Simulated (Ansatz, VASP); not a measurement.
## BaF2 in VASP and in Ansatz

```
Ba F
1.0
     0.00000    3.12721    3.12721
     3.12721    0.00000    3.12721
     3.12721    3.12721    0.00000
Ba F
1 2
Cartesian
  0.0000 0.0000 0.0000
  1.5636 1.5636 1.5636
  4.6908 4.6908 4.6908
```

Alike in both runs: task single point; functional revPBE; dispersion D3(BJ); k mesh 6 × 6 × 6; occupations gaussian, width 0.05 eV; no spin polarisation.

```csv
,VASP,Ansatz
version,VASP 6.6.1,Ansatz 0.2.0
potentials or method,"VASP PAW PBE potentials, release 64 (Ba_sv, F), cutoff 600 eV","scalar-relativistic, plane waves, PAW"
valence electrons in the cell,24,24
```

VASP gave:

* gap on the k mesh at the Fermi level (eV): 6.95
* least direct gap on the mesh (eV): 7.00
* pressure (GPa): 0.9

**Question.** Which values does Ansatz return?

**Answer.** gap on the k mesh at the Fermi level (eV): 7.02; least direct gap on the mesh (eV): 7.08; pressure (GPa): 0.0.

VASP's potentials were made for PBE, not for revPBE.

Spin-orbit coupling is off throughout.
